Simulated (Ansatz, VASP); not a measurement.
**One calculation of InP, two programs**

Contents of POSCAR:

```
InP
1.0
    0.0000000000      2.9537876370      2.9537876370
    2.9537876370      0.0000000000      2.9537876370
    2.9537876370      2.9537876370      0.0000000000
In P
1 1
Direct
    0.0000000000      0.0000000000      0.0000000000
    0.2500000000      0.2500000000      0.2500000000
```

Contents of INCAR.step1:

```
SYSTEM = InP
PREC     = Accurate       ! precision mode
ENCUT    = 520            ! plane-wave cutoff, eV
ISMEAR   = 0              ! smearing method
SIGMA    = 0.01           ! smearing width, eV
LREAL    = .FALSE.        ! projectors in reciprocal space
LASPH    = .TRUE.         ! aspherical terms in the spheres
NELM     = 80             ! most SCF steps
NBANDS   = 16             ! bands
GGA      = PE             ! functional
ALGO     = Normal         ! electronic algorithm
EDIFF    = 1E-4           ! SCF threshold, eV
LWAVE    = .TRUE.         ! write WAVECAR
LCHARG   = .FALSE.        ! write CHGCAR
```

File INCAR.step2:

```
SYSTEM = InP
PREC     = Accurate       ! precision mode
ENCUT    = 520            ! plane-wave cutoff, eV
EDIFF    = 1E-6           ! SCF threshold, eV
ISMEAR   = 0              ! smearing method
SIGMA    = 0.01           ! smearing width, eV
LREAL    = .FALSE.        ! projectors in reciprocal space
LASPH    = .TRUE.         ! aspherical terms in the spheres
NELM     = 80             ! most SCF steps
ALGO     = Normal         ! electronic algorithm
ISIF     = 2              ! what is computed and relaxed
LWAVE    = .FALSE.        ! write WAVECAR
LCHARG   = .TRUE.         ! write CHGCAR
METAGGA  = R2SCAN         ! meta-GGA
LMIXTAU  = .TRUE.       
LELF     = .TRUE.         ! ELF
LVHAR    = .TRUE.       
NBANDS   = 16             ! bands
ISTART   = 1
```

The input KPOINTS:

```
Automatic mesh
0
G
  8 8 8
  0 0 0
```

Input for Ansatz:

```yaml
crystal:
  lattice:
    - [0.0, 2.953787637, 2.953787637]
    - [2.953787637, 0.0, 2.953787637]
    - [2.953787637, 2.953787637, 0.0]
  atoms:
    - { symbol: In, position: [0.0, 0.0, 0.0] }
    - { symbol: P, position: [0.25, 0.25, 0.25] }
kpoints:
  mp_grid: { grid: [8, 8, 8] }
  band_path:
    path:
      - [0.0, 0.0, 0.0]
      - [-0.5, -0.5, 0.0]
      - [-0.375, -0.375, 0.25]
      - [-0.375, 0.0, 0.375]
      - [0.0, 0.0, 0.5]
      - [-0.5, -0.25, 0.25]
    npoints: 1
hamiltonian:
  xc: r2scan
scf:
  occupations: { method: fixed }
  n_extra_bands: 4
output:
  forces: true
  stress: true
  eigenvalues: true
```

Alike in both runs: task single point; functional r2SCAN; k mesh 8 × 8 × 8; no spin polarisation.

|  | VASP | Ansatz |
| --- | --- | --- |
| version | VASP 6.6.1 | Ansatz 0.2.0 |
| potentials or method | VASP PAW PBE potentials, release 64 (In_d, P) | plane waves, PAW |
| plane-wave cutoff (eV) | 520 | 500 |
| occupations | gaussian, width 0.01 eV | fixed |
| valence electrons in the cell | 18 | 18 |

```csv
,VASP,Ansatz,Ansatz less VASP
gap on the k mesh at the Fermi level (eV),1.03,1.03,-0.004
pressure (GPa),-0.1,0.0,+0.10
```

VASP's potentials were made for PBE, not for r2SCAN.
